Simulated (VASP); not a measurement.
# Al (Fm-3m) in VASP: a series of runs

The runs below take Al through single point, with PBE.

All numbers are computed with VASP 6.6.1; they aren't measurements. Logs are shortened: lines on timing, memory, paths and dates and some standing lists are left out, and cuts for length are marked.

### Step 1. The cell of the first run

The structure is cubic, space group Fm-3m (No. 225). Conventional cell: a = 4.050 Å, b = 4.050 Å, c = 4.050 Å, α = 90.00°, β = 90.00°, γ = 90.00°. Within 3.8 Å of Al (site symmetry m-3m) lie 12 Al at 2.86 Å.

### Step 2. Single point, PBE

INCAR

```
SYSTEM = Al
ALGO     = Normal         ! electronic algorithm
EDIFF    = 1E-6           ! SCF threshold, eV
ENCUT    = 500            ! plane-wave cutoff, eV
GGA      = PE             ! functional
GGA_COMPAT= .False.      
ISIF     = 2              ! what is computed and relaxed
ISMEAR   = -1             ! smearing method
LASPH    = .True.         ! aspherical terms in the spheres
LCHARG   = .True.         ! write CHGCAR
LELF     = .True.         ! ELF
LREAL    = .False.        ! projectors in reciprocal space
LVHAR    = .True.       
LWAVE    = .False.        ! write WAVECAR
NBANDS   = 8              ! bands
NELM     = 120            ! most SCF steps
PREC     = Accurate       ! precision mode
SIGMA    = 0.15           ! smearing width, eV
```

KPOINTS

```
k-points
0
Gamma
  4 4 4
  0 0 0
```

POSCAR

```
Al
1.0
    0.0000000000      2.0248050000      2.0248050000
    2.0248050000      0.0000000000      2.0248050000
    2.0248050000      2.0248050000      0.0000000000
Al
1
Direct
    0.0000000000      0.0000000000      0.0000000000
```

Potentials or basis: VASP PAW PBE potentials, release 64 (Al).

Command:

```sh
$ cat potpaw_PBE.64/Al/POTCAR > POTCAR
$ mpirun -np 1 vasp_std > vasp.out
```

OUTCAR:

```text
SYSTEM = Al
   EDIFF = 1E-6
   ENCUT = 500
   GGA = PE
   ISIF = 2
   ISMEAR = -1
   LASPH = .True.
   LREAL = .False.
   NELM = 120
   PREC = Accurate

 ion  position               nearest neighbor table
   1  0.000  0.000  0.000-

  LATTYP: Found a face centered cubic cell.
 ALAT       =     4.0496100000

  Lattice vectors:

 A1 = (   0.0000000000,   2.0248050000,   2.0248050000)
 A2 = (   2.0248050000,   0.0000000000,   2.0248050000)
 A3 = (   2.0248050000,   2.0248050000,   0.0000000000)

Analysis of symmetry for initial positions (statically):
=====================================================================
 Subroutine PRICEL returns:
 Original cell was already a primitive cell.

 Routine SETGRP: Setting up the symmetry group for a
 face centered cubic supercell.

 Subroutine GETGRP returns: Found 48 space group operations
 (whereof 48 operations were pure point group operations)
 out of a pool of 48 trial point group operations.

The static configuration has the point symmetry O_h .

Analysis of symmetry for dynamics (positions and initial velocities):
=====================================================================
 Subroutine PRICEL returns:
 Original cell was already a primitive cell.

 Routine SETGRP: Setting up the symmetry group for a
 face centered cubic supercell.

 Subroutine GETGRP returns: Found 48 space group operations
 (whereof 48 operations were pure point group operations)
 out of a pool of 48 trial point group operations.

The dynamic configuration has the point symmetry O_h .

 Subroutine INISYM returns: Found 48 space group operations
 (whereof 48 operations are pure point group operations),
 and found     1 'primitive' translations

----------------------------------------------------------------------------------------

                                     Primitive cell

  volume of cell :      16.6027

  direct lattice vectors                    reciprocal lattice vectors
     0.000000000  2.024805000  2.024805000    -0.246937359  0.246937359  0.246937359
     2.024805000  0.000000000  2.024805000     0.246937359 -0.246937359  0.246937359
     2.024805000  2.024805000  0.000000000     0.246937359  0.246937359 -0.246937359

  length of vectors
     2.863506692  2.863506692  2.863506692     0.427708053  0.427708053  0.427708053

  position of ions in fractional coordinates (direct lattice)
     0.000000000  0.000000000  0.000000000

  ion indices of the primitive-cell ions
   primitive index   ion index
                 1           1

----------------------------------------------------------------------------------------

 KPOINTS: k-points

Automatic generation of k-mesh.
 Grid dimensions read from file:
 generate k-points for:    4    4    4

 Generating k-lattice:

  Cartesian coordinates                     Fractional coordinates (reciprocal lattice)
    -0.061734340  0.061734340  0.061734340     0.250000000  0.000000000  0.000000000
     0.061734340 -0.061734340  0.061734340     0.000000000  0.250000000  0.000000000
     0.061734340  0.061734340 -0.061734340     0.000000000  0.000000000  0.250000000

  Length of vectors
     0.106927013  0.106927013  0.106927013

  Shift w.r.t. Gamma in fractional coordinates (k-lattice)
     0.000000000  0.000000000  0.000000000

 Subroutine IBZKPT returns following result:
 ===========================================

 Found      8 irreducible k-points:

 Following reciprocal coordinates:
            Coordinates               Weight
  0.000000  0.000000  0.000000      1.000000
  0.250000  0.000000  0.000000      8.000000
  0.500000  0.000000  0.000000      4.000000
  0.250000  0.250000  0.000000      6.000000
  0.500000  0.250000  0.000000     24.000000
 -0.250000  0.250000  0.000000     12.000000
  0.500000  0.500000  0.000000      3.000000
 -0.250000  0.500000  0.250000      6.000000
   k-points           NKPTS =      8   k-points in BZ     NKDIM =      8   number of bands    NBANDS=      8
   number of dos      NEDOS =    301   number of ions     NIONS =      1
   total plane-waves  NPLWV =  13824
   dimension x,y,z NGX =    24 NGY =   24 NGZ =   24
   dimension x,y,z NGXF=    48 NGYF=   48 NGZF=   48
   ions per type =               1
   NGX,Y,Z   is equivalent  to a cutoff of  13.93, 13.93, 13.93 a.u.
   NGXF,Y,Z  is equivalent  to a cutoff of  27.87, 27.87, 27.87 a.u.
 SYSTEM =  Al
   PREC   = accura    normal or accurate (medium, high low for compatibility)
   ISTART =      0    job   : 0-new  1-cont  2-samecut
   ICHARG =      2    charge: 1-file 2-atom 10-const
   ISPIN  =      1    spin polarized calculation?
   LNONCOLLINEAR =      F non collinear calculations
   LSORBIT =      F    spin-orbit coupling
   LASPH  =      T    aspherical Exc in radial PAW
   ENCUT  =  500.0 eV  36.75 Ry    6.06 a.u.   5.22  5.22  5.22*2*pi/ulx,y,z
   NELM   =    120;   NELMIN=  2; NELMDL= -5     # of ELM steps
   EDIFF  = 0.1E-05   stopping-criterion for ELM
   LREAL  =      F    real-space projection
[... 7 lines left out ...]
   TEBEG  =    0.0;   TEEND  =   0.0 temperature during run
   PSTRESS=    0.0 pullay stress
   NELECT =       3.0000    total number of electrons
   NUPDOWN=      -1.0000    fix difference up-down
   EMIN   =  10.00;   EMAX   =-10.00  energy-range for DOS
   EFERMI =   0.00;   METHOD = LEGACY
   ISMEAR =    -1;   SIGMA  =   0.15  broadening in eV -4-tet -1-fermi 0-gaus
   EFERMI_NEDOS =   21; number of points for ismear=-14 and -15
   IALGO  =     38    algorithm
   IMIX   =      4    mixing-type and parameters
     AMIX     =   0.40;   BMIX     =  1.00
     AMIX_MAG =   1.60;   BMIX_MAG =  1.00
  volume/ion in A,a.u.               =      16.60       112.04
  Fermi-wavevector in a.u.,A,eV,Ry     =   0.925526  1.748991 11.654733  0.856599
  Thomas-Fermi vector in A             =   2.051390
   LORBIT       =      0    0 simple, 1 ext, 2 COOP (PROOUT), +10 PAW based schemes
   GGA     = PE    functional components
   LHFCALC =     F    Hartree Fock is set to
   AEXX    =    0.0000 exact exchange contribution
   IVDW    =     0    specifies the selected vdW correction
   LEPSILON=     F    determine dielectric tensor
   LRPA    =     F    only Hartree local field effects (RPA)
 non-spin polarized calculation
  energy-cutoff  :      500.00
  volume of cell :       16.60
 maximum number of plane-waves:       444
 NGX is ok and might be reduce to    24
   NGX = 11   NGY = 11   NGZ = 11

 number of electron       3.0000000 magnetization

 Free energy of the ion-electron system (eV)
  ---------------------------------------------------
  ext. energy  EPLUGINS =         0.00000000
  ---------------------------------------------------
  free energy    TOTEN  =        -3.50949449 eV

  energy without entropy =       -3.43989227  energy(sigma->0) =       -3.47469338

 E-fermi :   7.4338     XC(G=0): -10.1711

 val. band max:        7.1867506223   @ k =   0.5000   0.2500   0.0000
 cond. band min:       8.1159428736   @ k =  -0.2500   0.5000   0.2500
 fundamental gap:      0.9291922513
 Fermi energy:         7.4337830720

 k-point     1 :       0.0000    0.0000    0.0000
  band No.  band energies     occupation
      1      -3.1527      2.00000
      2      20.5249      0.00000
      3      20.5249      0.00000
      4      20.5249      0.00000
      5      21.9689      0.00000
      6      21.9689      0.00000
      7      21.9689      0.00000
      8      24.3659      0.00000

 k-point     2 :       0.2500    0.0000    0.0000
  band No.  band energies     occupation
      1      -1.4700      2.00000
      2      11.3661      0.00000
      3      18.8021      0.00000
      4      18.8021      0.00000
      5      22.2373      0.00000
      6      22.6377      0.00000
      7      22.6377      0.00000
      8      26.6273      0.00000

 k-point     3 :       0.5000    0.0000    0.0000
  band No.  band energies     occupation
      1       3.3696      2.00000
      2       3.5688      2.00000
      3      19.2843      0.00000
      4      19.2843      0.00000
      5      19.3700      0.00000
      6      19.3700      0.00000
      7      23.0237      0.00000
      8      23.1435      0.00000

 k-point     4 :       0.2500    0.2500    0.0000
  band No.  band energies     occupation
      1      -0.9135      2.00000
      2      15.4084      0.00000
      3      15.4238      0.00000
      4      15.4238      0.00000
      5      16.1676      0.00000
      6      18.8860      0.00000
      7      29.3334      0.00000
      8      29.8021      0.00000

 k-point     5 :       0.5000    0.2500    0.0000
  band No.  band energies     occupation
      1       2.9151      2.00000
      2       7.1868      1.67694
      3      11.5797      0.00000
      4      14.9530      0.00000
      5      16.6367      0.00000
      6      23.9727      0.00000
      7      26.5565      0.00000
      8      29.4374      0.00000

 k-point     6 :      -0.2500    0.2500    0.0000
  band No.  band energies     occupation
      1       1.2912      2.00000
      2       9.1787      0.00002
      3      10.6723      0.00000
      4      17.3777      0.00000
      5      19.3378      0.00000
      6      24.8660      0.00000
      7      25.5042      0.00000
      8      26.6141      0.00000

 k-point     7 :       0.5000    0.5000    0.0000
  band No.  band energies     occupation
      1       5.0313      2.00000
      2       6.3376      1.99866
      3      13.1984      0.00000
      4      13.5042      0.00000
      5      13.5042      0.00000
      6      16.9479      0.00000
      7      33.2527      0.00000
      8      34.7579      0.00000

 k-point     8 :      -0.2500    0.5000    0.2500
  band No.  band energies     occupation
      1       7.1020      1.80260
      2       7.1020      1.80260
      3       8.1159      0.02096
      4       9.0127      0.00005
      5      23.7097      0.00000
      6      23.7097      0.00000
      7      24.2305      0.00000
      8      26.2683      0.00000

------------------------ aborting loop because EDIFF is reached ----------------------------------------

  FORCE on cell =-STRESS in cart. coord.  units (eV):
  Direction    XX          YY          ZZ          XY          YZ          ZX
  --------------------------------------------------------------------------------------
  -------------------------------------------------------------------------------------
  Total        0.0445336      0.0445336      0.0445336      0.0000000     -0.0000000      0.0000000
  in kB        4.2975263      4.2975263      4.2975263      0.0000000     -0.0000000      0.0000000
  external PRESSURE =       4.2975263 kB  Pullay stress =       0.0000000 kB

 VOLUME and BASIS-vectors are now :
 -----------------------------------------------------------------------------
  energy-cutoff  :      500.00
  volume of cell :       16.60
      direct lattice vectors                 reciprocal lattice vectors
     0.000000000  2.024805000  2.024805000    -0.246937359  0.246937359  0.246937359
     2.024805000  0.000000000  2.024805000     0.246937359 -0.246937359  0.246937359
     2.024805000  2.024805000  0.000000000     0.246937359  0.246937359 -0.246937359

 POSITION                                       TOTAL-FORCE (eV/Angst)
 -----------------------------------------------------------------------------------
      0.00000      0.00000      0.00000         0.000000     -0.000000     -0.000000
 -----------------------------------------------------------------------------------
    total drift:                                0.000000     -0.000000     -0.000000

  FREE ENERGIE OF THE ION-ELECTRON SYSTEM (eV)
  ---------------------------------------------------
  free  energy   TOTEN  =        -3.5094944915 eV

  energy  without entropy=       -3.4398922727  energy(sigma->0) =       -3.47469338
```

Wall time 1.5 s (1 thread of AMD EPYC 9R45 (Zen 5), shared host); peak memory 0.1 GiB.

What came out:

```yaml
Free_energy: -3.5095 eV
Pressure: 0.4 GPa
Band_gap_on_the_k_mesh: zero (an odd number of electrons rules out a gap without spin polarisation)
```

Caveat: the k points lie up to 0.67 Å⁻¹ apart, too coarse for converged energies and pressures of a metal.

### Step 3. Single point, PBE

INCAR

```
PREC     = Accurate       # precision mode
ENCUT    = 500            # plane-wave cutoff, eV
EDIFF    = 1E-6           # SCF threshold, eV
ISMEAR   = -1             # smearing method
SIGMA    = 0.15           # smearing width, eV
LREAL    = False          # projectors in reciprocal space
LASPH    = True           # aspherical terms in the spheres
NELM     = 120            # most SCF steps
ALGO     = Normal         # electronic algorithm
ISIF     = 2              # what is computed and relaxed
LWAVE    = False          # write WAVECAR
LCHARG   = True           # write CHGCAR
GGA      = PE             # functional
LELF     = True           # ELF
LVHAR    = True         
NBANDS   = 8              # bands
GGA_COMPAT= False
```

KPOINTS

```
regular mesh
0
Gamma
  5 5 5
```

POSCAR is that of step 2.

Potentials or basis: VASP PAW PBE potentials, release 64 (Al).

Command:

```sh
$ cat potpaw_PBE.64/Al/POTCAR > POTCAR
$ mpirun -np 1 vasp_std > vasp.out
```

Wall time 1.7 s (1 thread of AMD EPYC 9R45 (Zen 5), shared host); peak memory 0.1 GiB.

It converged, with:

* Free energy: -3.7214 eV
* Pressure: 0.9 GPa
* Band gap on the k mesh: zero (an odd number of electrons rules out a gap without spin polarisation)

Levels at points of the mesh, in eV from the Fermi level:
```csv
k point,band 1,band 2,band 3,band 4,band 5,band 6
"(0.00, 0.00, 0.00)",-11.41,12.27,12.27,12.27,13.71,13.71
```

Caveat: the k points lie up to 0.54 Å⁻¹ apart, too coarse for converged energies and pressures of a metal.
